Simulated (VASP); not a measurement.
Wanted: the native input for a VASP 6.6.1 run.

| Item | Value |
| --- | --- |
| Task | single point |
| Functional | PBEsol |
| Potentials or basis | VASP PAW PBE potentials, release 64 (Al) |
| Cutoff | 520 eV |
| k mesh | 13 × 13 × 13 |
| Occupations | fermi-dirac, width 0.1 eV |
| Spin | no spin polarisation |
| Dipole correction | no |
| Further INCAR settings | ALGO = Normal; EDIFF = 1e-06; NBANDS = 8 |

The structure of Al lies in POSCAR:

```
Al
1.0
   -1.5769469016      1.5769469016      1.5769469016
    1.5769469016     -1.5769469016      1.5769469016
    1.5769469016      1.5769469016     -1.5769469016
Al
1
Direct
    0.0000000000      0.0000000000      0.0000000000
```

These files were run (other wordings do the same):

INCAR

```
SYSTEM = Al
ALGO     = Normal         ! electronic algorithm
EDIFF    = 1E-6           ! SCF threshold, eV
ENCUT    = 520            ! plane-wave cutoff, eV
GGA      = PS             ! functional
ISIF     = 2              ! what is computed and relaxed
ISMEAR   = -1             ! smearing method
LASPH    = .TRUE.         ! aspherical terms in the spheres
LCHARG   = .FALSE.        ! write CHGCAR
LREAL    = .FALSE.        ! projectors in reciprocal space
LWAVE    = .FALSE.        ! write WAVECAR
NBANDS   = 8              ! bands
NELM     = 60             ! most SCF steps
PREC     = Accurate       ! precision mode
SIGMA    = 0.1            ! smearing width, eV
```

KPOINTS

```
k-points
0
G
  13 13 13
  0 0 0
```

Potentials or basis: VASP PAW PBE potentials, release 64 (Al).

Run with:

```console
$ cat potpaw_PBE.64/Al/POTCAR > POTCAR
$ mpirun -np 1 vasp_std > vasp.out
```

Results of the run:

The pressure is 4.5 GPa.

Caveat: the PAW data sets were made with another functional, which shifts forces and pressure a little.

Wall time 4 s on 1 thread of Intel(R) Xeon(R) Platinum 8488C (Sapphire Rapids), on a shared host, peak memory 0.12 GiB.
